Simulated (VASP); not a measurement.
# K2ICl: single point with r2SCAN

Crystal: K2ICl.

```
Cl I K
1.0
     2.45007    1.41455    7.41075
    -2.45007    1.41455    7.41075
     0.00000   -2.82909    7.41075
Cl I K
1 1 2
Direct
  0.00000 0.00000 0.00000
  0.50000 0.50000 0.50000
  0.26023 0.26023 0.26023
  0.73977 0.73977 0.73977
```

This cell differs from its parent crystal: epitaxial xy strain +3.9%.

```yaml
Program: VASP 6.6.1
Task: single point
Functional: r2SCAN
Potentials_or_basis: VASP PAW PBE potentials, release 64 (Cl, I, K_sv)
Cutoff: 520 eV
k_mesh: 6 × 6 × 6
Occupations: gaussian, width 0.01 eV
Spin: no spin polarisation
Dipole_correction: no
Further_INCAR_settings: ALGO = Normal; EDIFF = 1e-06; NBANDS = 24
```

The pressure is -0.5 GPa, the largest force is 0.005 eV/Å and the band gap on the k mesh is 4.51 eV.

Forces in eV/Å, atoms in the order of the input:
```
Cl   0.000  0.000  0.000
I    0.000  0.000  0.000
K    0.000  0.000  0.005
K    0.000  0.000 -0.005
```

Stress tensor (GPa, compression positive):
```
-0.72  0.00  0.00
 0.00 -0.72  0.00
 0.00  0.00  0.03
```

Levels at points of the mesh, in eV from the valence-band top:
```tsv
k point	band 12	band 13	band 14	band 15	band 16	band 17	band 18	band 19	band 20	band 21
(0.00, 0.00, 0.00)	-1.39	-1.39	-0.32	0.00	0.00	4.51	6.31	7.26	7.26	8.20
(0.50, 0.00, 0.00)	-1.41	-1.32	-0.99	-0.52	-0.24	6.38	6.64	6.83	8.04	8.17
(0.50, 0.50, 0.00)	-1.45	-1.41	-0.76	-0.40	-0.24	5.67	6.37	7.06	7.76	8.85
(0.50, 0.50, 0.50)	-1.37	-1.37	-0.76	-0.03	-0.03	5.69	5.88	6.86	8.01	8.01
```

It took 24 min on 1 thread of Intel(R) Xeon(R) Platinum 8259CL CPU @ 2.50GHz (Skylake/Cascade Lake), with other jobs on the host, peak memory 0.6 GiB.

Caveat: the cell differs from its parent crystal (epitaxial xy strain +3.9%); the PAW data sets were made with another functional, which shifts forces and pressure a little; spin-orbit coupling is left out, which moves the levels of the heavy elements. A k mesh can miss the band edges.
